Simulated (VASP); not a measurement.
Input of a VASP 6.6.1 run:

INCAR

```
SYSTEM = MgO
ALGO = Normal
EDIFF = 1E-6
EDIFFG = -0.01
ENCUT = 600
GGA = PS
IBRION = 2
ISIF = 3
ISMEAR = -1
LASPH = .TRUE.
LCHARG = .FALSE.
LREAL = .FALSE.
LWAVE = .FALSE.
NELM = 100
NSW = 60
PREC = Accurate
SIGMA = 0.05
```

File KPOINTS:

```
k-points
0
G
  11 11 11
  0 0 0
```

File POSCAR:

```
MgO
1.0
    0.0000000000      2.0970013927      2.0970013927
    2.0970013927      0.0000000000      2.0970013927
    2.0970013927      2.0970013927      0.0000000000
Mg O
1 1
Direct
    0.0000000000      0.0000000000      0.0000000000
    0.5000000000      0.5000000000      0.5000000000
```

Potentials or basis: VASP PAW PBE potentials, release 64 (Mg, O).

The run is started by

```bash
$ cat potpaw_PBE.64/Mg/POTCAR potpaw_PBE.64/O/POTCAR > POTCAR
$ mpirun -np 1 vasp_std > vasp.out
```

(1) Estimate the space group after relaxing (to 0.1 Å).

(2) Predict the relaxed cell.

Answers

(1) Fm-3m (No. 225).

(2) a = 2.976 Å, b = 2.976 Å, c = 2.976 Å, α = 60.00°, β = 60.00°, γ = 60.00°.
